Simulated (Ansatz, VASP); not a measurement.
This is a calculation of RbBr for VASP 6.6.1.

Contents of INCAR:

```
SYSTEM = RbBr
AGGAC = 1.0
AGGAX = 1.0
ALDAC = 0.0
ALDAX = 1.0
ALGO = Normal
EDIFF = 1E-7
EDIFFG = -0.01
ENCUT = 600
GGA = B5
IBRION = 2
ISIF = 3
ISMEAR = -1
LASPH = .True.
LCHARG = .False.
LREAL = .False.
LWAVE = .False.
NELM = 100
NSW = 60
PREC = Accurate
SIGMA = 0.05
```

Contents of KPOINTS:

```
k-points
0
Gamma
  7 7 7
  0 0 0
```

POSCAR

```
RbBr
1.0
    4.1260773000      0.0000000000      0.0000000000
    0.0000000000      4.1260773000      0.0000000000
    0.0000000000      0.0000000000      4.1260773000
Rb Br
1 1
Direct
    0.0000000000      0.0000000000      0.0000000000
    0.5000000000      0.5000000000      0.5000000000
```

Potentials or basis: VASP PAW PBE potentials, release 64 (Rb_sv, Br).

Command:

```bash
$ cat potpaw_PBE.64/Rb_sv/POTCAR potpaw_PBE.64/Br/POTCAR > POTCAR
$ mpirun -np 1 vasp_std > vasp.out
```

Problem. Translate it to Ansatz 0.2.0. Potentials there: Ansatz PAW.

Solution. As run (the cutoff follows the program's own potentials):

input.yaml

```yaml
crystal:
  lattice:
    - [4.1260773, 0.0, 0.0]
    - [0.0, 4.1260773, 0.0]
    - [0.0, 0.0, 4.1260773]
  atoms:
    - { symbol: Rb, position: [0.0, 0.0, 0.0] }
    - { symbol: Br, position: [0.5, 0.5, 0.5] }
hamiltonian:
  xc: blyp
  pseudopotentials: { kind: paw }
kpoints:
  mp_grid: { grid: [7, 7, 7] }
scf:
  occupations: { method: fermi_dirac, width: 0.05 }
output:
  forces: true
  stress: true
  eigenvalues: true
relax:
  f_tol: 0.01
  max_steps: 40
  cell: { stress_tol: 0.05 }
```

Potentials or basis: Ansatz PAW.

The run is started by

```console
$ ansatz run input.yaml --threads 2 --pin off --max-ram 5632MiB --backend cpu --events-out ev --progress --plain --runs-dir out
```

Both were run:

|  | VASP | Ansatz | Ansatz less VASP |
| --- | --- | --- | --- |
| gap on the k mesh at the Fermi level, each at its own relaxed structure (eV) | 3.75 | 3.74 | -0.013 |
| relaxed volume (Å³/atom) | 39.76 | 39.62 | -0.149 |
| relaxed length of the cell vector where the two differ most in proportion (Å) | 4.300 | 4.295 | -0.0054 |

VASP's potentials were made for PBE, not for BLYP.

Noted on Ansatz's run: odd divisions of the mesh miss points on the zone boundary, where band edges often lie, so the gap on the mesh can be too wide; the plane-wave basis is chosen anew once the cell has moved, so the energies of steps on either side of that aren't comparable.
